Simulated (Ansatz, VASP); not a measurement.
# Two plane-wave programs on GaP

The input POSCAR:

```
GaP
1.0
    0.0000000000      2.7253992947      2.7253992947
    2.8387759053      0.0000000000      2.7253992947
    2.8387759053      2.7253992947      0.0000000000
Ga P
1 1
Direct
    0.0000000000      0.0000000000      0.0000000000
    0.2500000000      0.2500000000      0.2500000000
```

The input INCAR.step1:

```
PREC = Accurate ; ENCUT = 520
ISMEAR = 0 ; SIGMA = 0.01
LREAL = F ; LASPH = T
NELM = 100 ; NBANDS = 16
GGA = PE ; ALGO = Normal
EDIFF = 1E-4 ; LWAVE = T
LCHARG = F
```

Contents of INCAR.step2:

```
PREC = Accurate ; ENCUT = 520
EDIFF = 1E-7 ; ISMEAR = 0
SIGMA = 0.01 ; LREAL = F
LASPH = T ; NELM = 100
ALGO = Normal ; ISIF = 2
LWAVE = F ; LCHARG = T
METAGGA = R2SCAN ; LMIXTAU = T
LELF = T ; LVHAR = T
NBANDS = 16 ; ISTART = 1
```

Contents of KPOINTS:

```
regular mesh
0
Gamma
  8 8 8
```

Input for Ansatz:

```yaml
crystal:
  lattice:
    - [0.0, 2.7253992947, 2.7253992947]
    - [2.8387759053, 0.0, 2.7253992947]
    - [2.8387759053, 2.7253992947, 0.0]
  atoms:
    - { symbol: Ga, position: [0.0, 0.0, 0.0] }
    - { symbol: P, position: [0.25, 0.25, 0.25] }
kpoints:
  mp_grid: { grid: [8, 8, 8] }
  band_path:
    path:
      - [0.0, 0.0, 0.0]
      - [-0.5, -0.5, 0.0]
      - [-0.375, -0.375, 0.25]
      - [-0.375, 0.0, 0.375]
      - [0.0, 0.0, 0.5]
      - [-0.5, -0.25, 0.25]
    npoints: 1
hamiltonian:
  xc: r2scan
scf:
  occupations: { method: fixed }
  n_extra_bands: 4
output:
  forces: true
  stress: true
  eigenvalues: true
```

Change from the starting cell: uniaxial_x strain +4.2%.

Alike in both runs: task single point; functional r2SCAN; k mesh 8 × 8 × 8; no spin polarisation.

```csv
,VASP,Ansatz
version,VASP 6.6.1,Ansatz 0.2.0
potentials or method,"VASP PAW PBE potentials, release 64 (Ga_d, P)","plane waves, PAW"
plane-wave cutoff (eV),520,500
occupations,"gaussian, width 0.01 eV",fixed
valence electrons in the cell,18,18
```

|  | VASP | Ansatz | Ansatz less VASP |
| --- | --- | --- | --- |
| gap on the k mesh at the Fermi level (eV) | 1.75 | 1.75 | -0.008 |
| pressure (GPa) | -3.3 | -3.3 | +0.06 |
| traceless stress, the component that is largest in VASP (GPa) | -2.35 | -2.35 | +0.004 |

VASP's potentials were made for PBE, not for r2SCAN.
